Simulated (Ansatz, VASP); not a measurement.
**Two plane-wave programs on Ir**

INCAR

```
PREC = Accurate ; ENCUT = 520
EDIFF = 1E-6 ; ISMEAR = 0
SIGMA = 0.15 ; LREAL = F
LASPH = T ; NELM = 100
ALGO = Normal ; ISIF = 2
LWAVE = F ; LCHARG = F
GGA = PS ; NBANDS = 10
```

The input KPOINTS:

```
regular mesh
0
Gamma
  22 22 22
```

The input POSCAR:

```
Ir
1.0
    0.0000000000      1.8717075000      1.8717075000
    1.8717075000      0.0000000000      1.8717075000
    1.8717075000      1.8717075000      0.0000000000
Ir
1
Direct
    0.0000000000      0.0000000000      0.0000000000
```

Input for Ansatz:

```yaml
crystal:
  lattice:
    - [0.0, 1.8717075, 1.8717075]
    - [1.8717075, 0.0, 1.8717075]
    - [1.8717075, 1.8717075, 0.0]
  atoms:
    - { symbol: Ir, position: [0.0, 0.0, 0.0] }
basis:
  ecutwfc: 420
kpoints:
  mp_grid: { grid: [22, 22, 22] }
hamiltonian:
  xc: pbesol
scf:
  occupations: { method: gaussian, width: 0.15 }
output:
  forces: true
  stress: true
  eigenvalues: true
```

Change from the starting cell: strain -0.025 along x and y, -0.025 along z, atoms carried along.

Alike in both runs: task single point; functional PBEsol; k mesh 22 × 22 × 22; occupations gaussian, width 0.15 eV; no spin polarisation.

|  | VASP | Ansatz |
| --- | --- | --- |
| version | VASP 6.6.1 | Ansatz 0.2.0 |
| potentials or method | VASP PAW PBE potentials, release 64 (Ir), cutoff 520 eV | scalar-relativistic, plane waves, PAW |
| valence electrons in the cell | 9 | 17 |

VASP gave:

```
gap on the k mesh at the Fermi level (eV) : none
pressure (GPa)                            : 33.5
```

Question: What did Ansatz give for the same quantities?

Answer: gap on the k mesh at the Fermi level (eV): none; pressure (GPa): 31.8.

VASP's potentials were made for PBE, not for PBEsol. A gap of «none» marks a metal or a gap that the smearing closes. Both programs put the cell under a high pressure, so it lies far from rest at this level. The functional is the same, so the differences come from potentials, cutoffs and numerics. VASP's potentials hold 9 valence electrons a cell and Ansatz's 17, so a difference there can come from the potentials and not from the codes.

Spin-orbit coupling is off throughout.
